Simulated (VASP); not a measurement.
# As (Pm-3m) in VASP: a series of runs

The runs below take As through density of states, with LDA.

All numbers are computed with VASP 6.6.1; they aren't measurements. Logs are shortened: lines on timing, memory, paths and dates and some standing lists are left out, and cuts for length are marked.

## (1) The cell of the first run

It takes space group Pm-3m (No. 221, cubic). Conventional cell: a = 1.969 Å, b = 1.969 Å, c = 1.969 Å, α = 90.00°, β = 90.00°, γ = 90.00°. As (site symmetry m-3m) has 6 As at 1.97 Å within 2.6 Å.

## (2) Density of states, LDA (volume scaled by 0.4)

The input, POSCAR:

```
As
1.0
    1.9690898384      0.0000000000      0.0000000000
    0.0000000000      1.9690898384      0.0000000000
    0.0000000000      0.0000000000      1.9690898384
As
1
Direct
    0.0000000000      0.0000000000      0.0000000000
```

The input, INCAR.step1:

```
SYSTEM = As
ALGO = Normal
EDIFF = 1E-6
ENCUT = 520
ISIF = 2
ISMEAR = -1
LASPH = .TRUE.
LCHARG = .TRUE.
LREAL = .FALSE.
LWAVE = .FALSE.
NBANDS = 8
NELM = 80
PREC = Accurate
SIGMA = 0.08
```

The input, KPOINTS.step1:

```
k-points
0
G
  15 15 15
  0 0 0
```

The input, INCAR.step2:

```
SYSTEM = As
ALGO = Normal
EDIFF = 1E-6
ENCUT = 520
ICHARG = 11
ISIF = 2
ISMEAR = -5
LASPH = .TRUE.
LCHARG = .FALSE.
LORBIT = 10
LREAL = .FALSE.
LWAVE = .FALSE.
NBANDS = 8
NEDOS = 2001
NELM = 80
PREC = Accurate
SIGMA = 0.08
```

The input, KPOINTS.step2:

```
k-points
0
G
  23 23 23
  0 0 0
```

Potentials or basis: VASP PAW LDA potentials, release 64 (As).

Started as:

```
> cat potpaw_LDA.64/As/POTCAR > POTCAR
> cp INCAR.step1 INCAR
> cp KPOINTS.step1 KPOINTS
> mpirun -np 1 vasp_std > vasp.out
> cp INCAR.step2 INCAR
> cp KPOINTS.step2 KPOINTS
> mpirun -np 1 vasp_std > vasp.out
```

OUTCAR:

```text
SYSTEM = As
   EDIFF = 1E-6
   ENCUT = 520
   ICHARG = 11
   ISIF = 2
   ISMEAR = -5
   LASPH = .TRUE.
   LORBIT = 10
   LREAL = .FALSE.
   NELM = 80
   PREC = Accurate

 ion  position               nearest neighbor table
   1  0.000  0.000  0.000-

  LATTYP: Found a simple cubic cell.
 ALAT       =     1.9690898384

  Lattice vectors:

 A1 = (   1.9690898384,   0.0000000000,   0.0000000000)
 A2 = (   0.0000000000,   1.9690898384,   0.0000000000)
 A3 = (   0.0000000000,   0.0000000000,   1.9690898384)

Analysis of symmetry for initial positions (statically):
=====================================================================
 Subroutine PRICEL returns:
 Original cell was already a primitive cell.

 Routine SETGRP: Setting up the symmetry group for a
 simple cubic supercell.

 Subroutine GETGRP returns: Found 48 space group operations
 (whereof 48 operations were pure point group operations)
 out of a pool of 48 trial point group operations.

The static configuration has the point symmetry O_h .

Analysis of symmetry for dynamics (positions and initial velocities):
=====================================================================
 Subroutine PRICEL returns:
 Original cell was already a primitive cell.

 Routine SETGRP: Setting up the symmetry group for a
 simple cubic supercell.

 Subroutine GETGRP returns: Found 48 space group operations
 (whereof 48 operations were pure point group operations)
 out of a pool of 48 trial point group operations.

The dynamic configuration has the point symmetry O_h .

 Subroutine INISYM returns: Found 48 space group operations
 (whereof 48 operations are pure point group operations),
 and found     1 'primitive' translations

----------------------------------------------------------------------------------------

                                     Primitive cell

  volume of cell :       7.6348

  direct lattice vectors                    reciprocal lattice vectors
     1.969089838  0.000000000  0.000000000     0.507848845  0.000000000  0.000000000
     0.000000000  1.969089838  0.000000000     0.000000000  0.507848845  0.000000000
     0.000000000  0.000000000  1.969089838     0.000000000  0.000000000  0.507848845

  length of vectors
     1.969089838  1.969089838  1.969089838     0.507848845  0.507848845  0.507848845

  position of ions in fractional coordinates (direct lattice)
     0.000000000  0.000000000  0.000000000

  ion indices of the primitive-cell ions
   primitive index   ion index
                 1           1

----------------------------------------------------------------------------------------

 KPOINTS: k-points

Automatic generation of k-mesh.
 Grid dimensions read from file:
 generate k-points for:   23   23   23

 Generating k-lattice:

  Cartesian coordinates                     Fractional coordinates (reciprocal lattice)
     0.022080385  0.000000000  0.000000000     0.043478261  0.000000000  0.000000000
     0.000000000  0.022080385  0.000000000     0.000000000  0.043478261  0.000000000
     0.000000000  0.000000000  0.022080385     0.000000000  0.000000000  0.043478261

  Length of vectors
     0.022080385  0.022080385  0.022080385

  Shift w.r.t. Gamma in fractional coordinates (k-lattice)
     0.000000000  0.000000000  0.000000000

 TETIRR: Found   6051 inequivalent tetrahedra from    73002

 Subroutine IBZKPT returns following result:
 ===========================================

 Found    364 irreducible k-points:

 Following reciprocal coordinates:
            Coordinates               Weight
  0.000000  0.000000  0.000000      1.000000
  0.043478  0.000000  0.000000      6.000000
  0.086957  0.000000  0.000000      6.000000
  0.130435  0.000000  0.000000      6.000000
  0.173913  0.000000  0.000000      6.000000
  0.217391  0.000000  0.000000      6.000000
[... 16 lines left out ...]
  0.478261  0.043478  0.000000     24.000000
  0.086957  0.086957  0.000000     12.000000
 [... further k-points ...]
   k-points           NKPTS =    364   k-points in BZ     NKDIM =    364   number of bands    NBANDS=      8
   number of dos      NEDOS =   2001   number of ions     NIONS =      1
   total plane-waves  NPLWV =   4096
   dimension x,y,z NGX =    16 NGY =   16 NGZ =   16
   dimension x,y,z NGXF=    32 NGYF=   32 NGZF=   32
   ions per type =               1
   NGX,Y,Z   is equivalent  to a cutoff of  13.51, 13.51, 13.51 a.u.
   NGXF,Y,Z  is equivalent  to a cutoff of  27.02, 27.02, 27.02 a.u.
 SYSTEM =  As
   PREC   = accura    normal or accurate (medium, high low for compatibility)
   ISTART =      0    job   : 0-new  1-cont  2-samecut
   ICHARG =     11    charge: 1-file 2-atom 10-const
   ISPIN  =      1    spin polarized calculation?
   LNONCOLLINEAR =      F non collinear calculations
   LSORBIT =      F    spin-orbit coupling
   LASPH  =      T    aspherical Exc in radial PAW
   ENCUT  =  520.0 eV  38.22 Ry    6.18 a.u.   3.66  3.66  3.66*2*pi/ulx,y,z
   NELM   =     80;   NELMIN=  2; NELMDL=  0     # of ELM steps
   EDIFF  = 0.1E-05   stopping-criterion for ELM
   LREAL  =      F    real-space projection
   EDIFFG = 0.1E-04   stopping-criterion for IOM
   NSW    =      0    number of steps for IOM
   IBRION =     -1    ionic relax: 0-MD 1-quasi-New 2-CG
   NFREE  =      0    steps in history (QN), initial steepest desc. (CG)
   ISIF   =      2    stress and relaxation
   ISYM   =      2    0-nonsym 1-usesym 2-fastsym
   POTIM  = 0.5000    time-step for ionic-motion
   TEBEG  =    0.0;   TEEND  =   0.0 temperature during run
   PSTRESS=    0.0 pullay stress
   NELECT =       5.0000    total number of electrons
   NUPDOWN=      -1.0000    fix difference up-down
   EMIN   =  10.00;   EMAX   =-10.00  energy-range for DOS
   EFERMI =   0.00;   METHOD = LEGACY
   ISMEAR =    -5;   SIGMA  =   0.08  broadening in eV -4-tet -1-fermi 0-gaus
   EFERMI_NEDOS =   21; number of points for ismear=-14 and -15
   IALGO  =     38    algorithm
   IMIX   =      4    mixing-type and parameters
     AMIX     =   0.40;   BMIX     =  1.00
     AMIX_MAG =   1.60;   BMIX_MAG =  1.00
  volume/ion in A,a.u.               =       7.63        51.52
  Fermi-wavevector in a.u.,A,eV,Ry     =   1.421672  2.686570 27.499419  2.021150
  Thomas-Fermi vector in A             =   2.542457
   LORBIT       =     10    0 simple, 1 ext, 2 COOP (PROOUT), +10 PAW based schemes
   GGA     = CA    functional components
   LHFCALC =     F    Hartree Fock is set to
   AEXX    =    0.0000 exact exchange contribution
   IVDW    =     0    specifies the selected vdW correction
   LEPSILON=     F    determine dielectric tensor
   LRPA    =     F    only Hartree local field effects (RPA)
 non-spin polarized calculation
 Fermi weights with tetrahedron method with Bloechl corrections
  energy-cutoff  :      520.00
  volume of cell :        7.63
 maximum number of plane-waves:       216
 NGX is ok and might be reduce to    16

 number of electron       4.9999998 magnetization

 Free energy of the ion-electron system (eV)
  ---------------------------------------------------
  ext. energy  EPLUGINS =         0.00000000
  ---------------------------------------------------
  free energy    TOTEN  =         5.00949465 eV

  energy without entropy =        5.00949465  energy(sigma->0) =        5.00949465

 E-fermi :  23.0854     XC(G=0): -15.1321

 val. band max:       23.2483388441   @ k =   0.3913   0.2609   0.2609
 cond. band min:      22.8930548141   @ k =   0.1739   0.1739   0.1739
 fundamental gap:     -0.3552840300
 Fermi energy:        23.0853511891

 k-point     1 :       0.0000    0.0000    0.0000
  band No.  band energies     occupation
      1      -5.6222      2.00000
      2      31.6767      0.00000
      3      31.6767      0.00000
      4      31.6767      0.00000
      5      33.6473      0.00000
      6      33.6473      0.00000
      7      44.7273      0.00000
      8      64.0069      0.00000

 k-point     2 :       0.0435    0.0000    0.0000
  band No.  band energies     occupation
      1      -5.5468      2.00000
      2      29.8250      0.00000
      3      31.7617      0.00000
      4      31.7617      0.00000
      5      33.6971      0.00000
      6      35.2824      0.00000
      7      45.0503      0.00000
      8      62.1232      0.00000

 k-point     3 :       0.0870    0.0000    0.0000
  band No.  band energies     occupation
      1      -5.3205      2.00000
      2      27.1726      0.00000
      3      32.0154      0.00000
      4      32.0154      0.00000
      5      33.8469      0.00000
      6      37.2334      0.00000
      7      46.0688      0.00000
      8      59.9934      0.00000

 k-point     4 :       0.1304    0.0000    0.0000
  band No.  band energies     occupation
      1      -4.9424      2.00000
      2      24.4530      0.06001
      3      32.4340      0.00000
      4      32.4340      0.00000
      5      34.0977      0.00000
      6      38.7187      0.00000
      7      47.8219      0.00000
      8      57.3786      0.00000

 k-point     5 :       0.1739    0.0000    0.0000
  band No.  band energies     occupation
      1      -4.4114      2.00000
      2      21.7542      1.91267
      3      33.0118      0.00000
      4      33.0118      0.00000
      5      34.4502      0.00000
      6      39.7666      0.00000
      7      50.1759      0.00000
      8      54.8819      0.00000
[... 177 lines left out ...]
 k-point    22 :       0.4348    0.0435    0.0000
  band No.  band energies     occupation
      1       2.1402      2.00000
      2       7.5218      2.00000
      3      36.6283      0.00000
      4      39.1677      0.00000
      5      40.5287      0.00000
      6      41.5348      0.00000
      7      43.5881      0.00000
      8      45.0205      0.00000

 k-point    23 :       0.4783    0.0435    0.0000
  band No.  band energies     occupation
      1       3.7629      2.00000
      2       5.5940      2.00000
      3      37.5738      0.00000
      4      40.1147      0.00000
      5      40.3648      0.00000
      6      41.6068      0.00000
      7      43.0082      0.00000
      8      43.8967      0.00000

 k-point    24 :       0.0870    0.0870    0.0000
  band No.  band energies     occupation
      1      -5.0187      2.00000
      2      26.7514      0.00000
      3      28.3529      0.00000
      4      32.3529      0.00000
      5      35.8742      0.00000
      6      39.2217      0.00000
      7      47.0704      0.00000
      8      55.7137      0.00000

 [... further k-points ...]
[... 5 lines left out ...]
  --------------------------------------------------------------------------------------
  -------------------------------------------------------------------------------------
  Total       31.6030185     31.6030185     31.6030185      0.0000000     -0.0000000     -0.0000000
  in kB     6631.9700215   6631.9700215   6631.9700215      0.0000000     -0.0000000     -0.0000000
  external PRESSURE =    6631.9700215 kB  Pullay stress =       0.0000000 kB

 VOLUME and BASIS-vectors are now :
 -----------------------------------------------------------------------------
  energy-cutoff  :      520.00
  volume of cell :        7.63
      direct lattice vectors                 reciprocal lattice vectors
     1.969089838  0.000000000  0.000000000     0.507848845  0.000000000  0.000000000
     0.000000000  1.969089838  0.000000000     0.000000000  0.507848845  0.000000000
     0.000000000  0.000000000  1.969089838     0.000000000  0.000000000  0.507848845

 POSITION                                       TOTAL-FORCE (eV/Angst)
 -----------------------------------------------------------------------------------
      0.00000      0.00000      0.00000         0.000000      0.000000      0.000000
 -----------------------------------------------------------------------------------
    total drift:                                0.000000      0.000000      0.000000

  FREE ENERGIE OF THE ION-ELECTRON SYSTEM (eV)
  ---------------------------------------------------
  free  energy   TOTEN  =         5.0094946533 eV

  energy  without entropy=        5.0094946533  energy(sigma->0) =        5.00949465

 total charge

# of ion       s       p       d       tot
------------------------------------------
    1        1.372   2.385   0.617   4.375
```

Run time: 14 s. Hardware: 1 thread of Intel Xeon Platinum 8488C (Sapphire Rapids), shared host; peak memory 0.13 GiB.

Results:

```
Valence electrons inside the program's atomic spheres : As 4.38
```

Caveat: tetrahedron occupations give inexact forces and stress in metals.

## (3) Density of states, LDA (volume scaled by 0.45)

The input, POSCAR:

```
As
1.0
    2.0479359594      0.0000000000      0.0000000000
    0.0000000000      2.0479359594      0.0000000000
    0.0000000000      0.0000000000      2.0479359594
As
1
Direct
    0.0000000000      0.0000000000      0.0000000000
```

The input, INCAR.step1:

```
  ALGO = Normal
  EDIFF = 1E-6
  ENCUT = 520
  ISIF = 2
  ISMEAR = -1
  LASPH = T
  LCHARG = T
  LREAL = F
  LWAVE = F
  NBANDS = 8
  NELM = 100
  PREC = Accurate
  SIGMA = 0.08
```

The input, KPOINTS.step1:

```
k-points
0
Gamma
  15 15 15
```

The input, INCAR.step2:

```
  ALGO = Normal
  EDIFF = 1E-6
  ENCUT = 520
  ICHARG = 11
  ISIF = 2
  ISMEAR = -5
  LASPH = T
  LCHARG = F
  LORBIT = 11
  LREAL = F
  LWAVE = F
  NEDOS = 1001
  NELM = 100
  PREC = Accurate
  SIGMA = 0.08
```

The input, KPOINTS.step2:

```
k-points
0
Gamma
  23 23 23
```

Potentials or basis: VASP PAW LDA potentials, release 64 (As).

Started as:

```
> cat potpaw_LDA.64/As/POTCAR > POTCAR
> cp INCAR.step1 INCAR
> cp KPOINTS.step1 KPOINTS
> mpirun -np 1 vasp_std > vasp.out
> cp INCAR.step2 INCAR
> cp KPOINTS.step2 KPOINTS
> mpirun -np 1 vasp_std > vasp.out
```

Wall time 12 s (1 thread of Intel Xeon Platinum 8488C (Sapphire Rapids), shared host); peak memory 0.13 GiB.

It converged, with:

```
Valence electrons inside the program's atomic spheres : As 4.00
```

Levels at points of the mesh, in eV from the Fermi level:
```csv
k point,band 1,band 2,band 3,band 4,band 5,band 6
"(0.00, 0.00, 0.00)",-26.43,7.92,7.92,7.92,10.06,10.06
```

Caveat: tetrahedron occupations give inexact forces and stress in metals.

(Continued in part 2 of 2.)
